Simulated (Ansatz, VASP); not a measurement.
Two plane-wave programs on Pt

```xyz
1
Lattice="2.6249 0.0000 0.0000 0.0000 2.6249 0.0000 0.0000 0.0000 2.6249" Properties=species:S:1:pos:R:3 pbc="T T T"
Pt    0.0000    0.0000    0.0000
```

Alike in both runs: functional PBE; k mesh 12 × 12 × 12; occupations fermi-dirac, width 0.08 eV; no spin polarisation.

Ansatz relaxed the structure, and its values are those at the end. VASP's run is a single point on that final structure, the one shown.

|  | VASP | Ansatz |
| --- | --- | --- |
| version | VASP 6.6.1 | Ansatz 0.2.0 |
| potentials or method | VASP PAW PBE potentials, release 64 (Pt) | PAW with Ansatz's default frozen-core files, scalar-relativistic |
| plane-wave cutoff (eV) | 520 | 420 |
| valence electrons in the cell | 10 | 18 |

VASP gave:

| Item | Value |
| --- | --- |
| pressure (GPa) | -0.5 |

Question: Estimate Ansatz's values.

Answer: Pressure (GPa): 0.0.

VASP's potentials hold 10 valence electrons a cell and Ansatz's 18, so a difference there can come from the potentials and not from the codes.

Neither program's run includes spin-orbit coupling.
